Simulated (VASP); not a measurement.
# LiH (P6_3/mmc) in VASP: settings compared, part 2 of 2

VASP 6.6.1.

**3. Single point, PBE-based screened hybrid with 75 % exact exchange**

File POSCAR:

```
LiH
1.0
    3.2548234142      0.0000000000      0.0000000000
   -1.6274117071      2.8187597615      0.0000000000
    0.0000000000      0.0000000000      4.0690682565
Li H
2 2
Direct
    0.3333333333      0.6666666667      0.2500000000
    0.6666666667      0.3333333333      0.7500000000
    0.6666666667      0.3333333333      0.2500000000
    0.3333333333      0.6666666667      0.7500000000
```

File INCAR.step1:

```
ALGO = Normal ; EDIFF = 1E-5
ENCUT = 520 ; GGA = PE
ISIF = 2 ; ISMEAR = 0
LASPH = T ; LREAL = F
LWAVE = T ; NBANDS = 12
NELM = 60 ; PREC = Accurate
SIGMA = 0.01
```

File INCAR.step2:

```
AEXX = 0.75 ; ALGO = Normal
EDIFF = 1E-6 ; ENCUT = 520
GGA = PE ; HFSCREEN = 0.3
ISIF = 2 ; ISMEAR = 0
ISTART = 1 ; LASPH = T
LCHARG = T ; LELF = T
LHFCALC = T ; LREAL = F
LVHAR = T ; LWAVE = F
NBANDS = 12 ; NELM = 60
PREC = Accurate ; PRECFOCK = Normal
SIGMA = 0.01
```

File KPOINTS:

```
k-points
0
Gamma
  6 6 4
```

Potentials or basis: VASP PAW PBE potentials, release 64 (Li_sv, H).

Run with:

```sh
> cat potpaw_PBE.64/Li_sv/POTCAR potpaw_PBE.64/H/POTCAR > POTCAR
> cp INCAR.step1 INCAR
> mpirun -np 1 vasp_std > vasp.out
> cp INCAR.step2 INCAR
> mpirun -np 1 vasp_std > vasp.out
```

OUTCAR:

```text
AEXX = 0.75
   EDIFF = 1E-6
   ENCUT = 520
   GGA = PE
   HFSCREEN = 0.3
   ISIF = 2
   ISMEAR = 0
   ISTART = 1
   LASPH = T
   LHFCALC = T
   LREAL = F
   NELM = 60
   PREC = Accurate
   PRECFOCK = Normal

 ion  position               nearest neighbor table
   1  0.333  0.667  0.250-
   2  0.667  0.333  0.750-
   3  0.667  0.333  0.250-
   4  0.333  0.667  0.750-

  LATTYP: Found a hexagonal cell.
 ALAT       =     3.2548234142
 C/A-ratio  =     1.2501655969

  Lattice vectors:

 A1 = (   3.2548234142,   0.0000000000,   0.0000000000)
 A2 = (  -1.6274117071,   2.8187597615,   0.0000000000)
 A3 = (   0.0000000000,   0.0000000000,   4.0690682565)

Analysis of symmetry for initial positions (statically):
=====================================================================
 Subroutine PRICEL returns:
 Original cell was already a primitive cell.

 Routine SETGRP: Setting up the symmetry group for a
[... 188 lines left out ...]
      2     -55.2674      2.00000
      3      -8.5546      2.00000
      4      -1.9069      2.00000
      5       3.6206      0.00000
      6      12.1615      0.00000
      7      12.1615      0.00000
      8      12.8742      0.00000
      9      14.7977      0.00000
     10      14.7978      0.00000
     11      16.7385      0.00000
     12      19.7314      0.00000
[... 286 lines left out ...]
 k-point    21 :       0.3333    0.3333    0.5000
  band No.  band energies     occupation
      1     -55.2842      2.00000
      2     -55.2842      2.00000
      3      -4.5035      2.00000
      4      -4.5035      2.00000
      5       4.6704      0.00000
      6       4.6704      0.00000
      7       7.9524      0.00000
      8       7.9524      0.00000
      9      17.0443      0.00000
     10      17.0443      0.00000
     11      19.6060      0.00000
     12      19.6060      0.00000

------------------------ aborting loop because EDIFF is reached ----------------------------------------

  FORCE on cell =-STRESS in cart. coord.  units (eV):
  Direction    XX          YY          ZZ          XY          YZ          ZX
  --------------------------------------------------------------------------------------
  -------------------------------------------------------------------------------------
  Total       -0.2933553     -0.2933553     -0.3265273      0.0000000      0.0000000      0.0000000
  in kB      -12.5899494    -12.5899494    -14.0135974      0.0000000      0.0000000      0.0000000
  external PRESSURE =     -13.0644987 kB  Pullay stress =       0.0000000 kB

 VOLUME and BASIS-vectors are now :
 -----------------------------------------------------------------------------
  energy-cutoff  :      520.00
  volume of cell :       37.33
      direct lattice vectors                 reciprocal lattice vectors
     3.254823414  0.000000000  0.000000000     0.307236330  0.177382978  0.000000000
    -1.627411707  2.818759761  0.000000000     0.000000000  0.354765955  0.000000000
     0.000000000  0.000000000  4.069068256     0.000000000  0.000000000  0.245756507

 POSITION                                       TOTAL-FORCE (eV/Angst)
 -----------------------------------------------------------------------------------
     -0.00000      1.87917      1.01727        -0.000000      0.000000     -0.000000
      1.62741      0.93959      3.05180         0.000000     -0.000000      0.000000
      1.62741      0.93959      1.01727         0.000000     -0.000000      0.000000
     -0.00000      1.87917      3.05180         0.000000      0.000000      0.000000
 -----------------------------------------------------------------------------------
    total drift:                               -0.000000      0.000000      0.000000

  FREE ENERGIE OF THE ION-ELECTRON SYSTEM (eV)
  ---------------------------------------------------
  free  energy   TOTEN  =       -15.5019510735 eV

  energy  without entropy=      -15.5019510735  energy(sigma->0) =      -15.50195107
```

OUTCAR.step1:

```text
EDIFF = 1E-5
   ENCUT = 520
   GGA = PE
   ISIF = 2
[... 541 lines left out ...]
     -0.00000      1.87917      1.01727         0.000000      0.000000      0.000000
      1.62741      0.93959      3.05180        -0.000000      0.000000      0.000000
      1.62741      0.93959      1.01727        -0.000000     -0.000000      0.000000
     -0.00000      1.87917      3.05180         0.000000      0.000000      0.000000
 -----------------------------------------------------------------------------------
    total drift:                               -0.000000      0.000000     -0.000000

  FREE ENERGIE OF THE ION-ELECTRON SYSTEM (eV)
  ---------------------------------------------------
  free  energy   TOTEN  =       -12.1595206200 eV

  energy  without entropy=      -12.1595206200  energy(sigma->0) =      -12.15952062
```

Run time: 5.8 min. Hardware: 1 thread of AMD EPYC 7R13 (Zen 3), shared host; peak memory 0.22 GiB.

What came out:

| Item | Value |
| --- | --- |
| Free energy | -15.5020 eV |
| Band gap on the k mesh | 4.10 eV (least direct gap 5.53 eV) |

Caveat: the cutoff is under 1.25 times the usual one of these potentials, so pressure, stress and relaxed cells hold a basis-set (Pulay) error; the PAW data sets were made with another functional, which shifts forces and pressure a little.

**4. Single point, PBE-based global hybrid with 5 % exact exchange**

POSCAR is that of step 3.

File INCAR.step1:

```
SYSTEM = LiH
ALGO = Normal ; EDIFF = 1E-5
ENCUT = 520 ; GGA = PE
ISIF = 2 ; ISMEAR = 0
LASPH = .TRUE. ; LCHARG = .FALSE.
LREAL = .FALSE. ; LWAVE = .TRUE.
NBANDS = 12 ; NELM = 100
PREC = Accurate ; SIGMA = 0.01
```

File INCAR.step2:

```
SYSTEM = LiH
AEXX = 0.05 ; ALGO = Normal
EDIFF = 1E-6 ; ENCUT = 520
GGA = PE ; ISIF = 2
ISMEAR = 0 ; ISTART = 1
LASPH = .TRUE. ; LCHARG = .FALSE.
LHFCALC = .TRUE. ; LREAL = .FALSE.
LWAVE = .FALSE. ; NBANDS = 12
NELM = 100 ; PREC = Accurate
PRECFOCK = Normal ; SIGMA = 0.01
```

File KPOINTS:

```
k-points
0
G
  6 6 4
  0 0 0
```

Run with:

```sh
> cat potpaw_PBE.64/Li_sv/POTCAR potpaw_PBE.64/H/POTCAR > POTCAR
> cp INCAR.step1 INCAR
> mpirun -np 1 vasp_std > vasp.out
> cp INCAR.step2 INCAR
> mpirun -np 1 vasp_std > vasp.out
```

It took 2.6 min on 1 thread of AMD EPYC 7R13 (Zen 3), shared host; peak memory 0.13 GiB.

Results (log left out):

```yaml
Free_energy: -12.5580 eV
Band_gap_on_the_k_mesh: 2.15 eV (least direct gap 3.41 eV)
```

Levels at points of the mesh, in eV from the valence-band top:
| k point | band 1 | band 2 | band 3 | band 4 | band 5 | band 6 | band 7 | band 8 | band 9 |
| --- | --- | --- | --- | --- | --- | --- | --- | --- | --- |
| (0.00, 0.00, 0.00) | -45.24 | -45.18 | -5.36 | 0.00 | 3.41 | 11.12 | 11.12 | 11.80 | 13.81 |
| (0.50, 0.00, 0.00) | -45.21 | -45.19 | -2.86 | -2.09 | 4.82 | 7.16 | 7.70 | 9.03 | 9.87 |
| (0.00, 0.00, 0.50) | -45.21 | -45.21 | -3.81 | -3.81 | 9.97 | 9.97 | 13.15 | 13.15 | 13.15 |
| (0.50, 0.00, 0.50) | -45.20 | -45.20 | -2.47 | -2.47 | 4.63 | 4.63 | 9.90 | 9.90 | 11.81 |

Caveat: the cutoff is under 1.25 times the usual one of these potentials, so pressure, stress and relaxed cells hold a basis-set (Pulay) error; the PAW data sets were made with another functional, which shifts forces and pressure a little.

**5. Summary**

| level | share of exact exchange | screening parameter | gap on the mesh (eV) |
| --- | --- | --- | --- |
| HSE06 | 0.25 | 0.2079 1/Å | 2.74 |
| PBE-based screened hybrid with 75 % exact exchange | 0.75 | 0.3 1/Å | 4.10 |
| PBE-based global hybrid with 5 % exact exchange | 0.05 | - | 2.15 |

Alike in all rows: task single point; potentials or basis VASP PAW PBE potentials, release 64 (Li_sv, H); no spin polarisation; cell as given; k mesh 6 × 6 × 4; cutoff (eV) 520; smearing gaussian 0.01 eV.

On the cell as given the gap runs from 2.15 eV (PBE-based global hybrid with 5 % exact exchange) to 4.10 eV (PBE-based screened hybrid with 75 % exact exchange).

Caveats: the cutoff is under 1.25 times the usual one of these potentials, so pressure, stress and relaxed cells hold a basis-set (Pulay) error; the PAW data sets were made with another functional, which shifts forces and pressure a little.

Absolute energies hang on the potentials; compare differences alone.
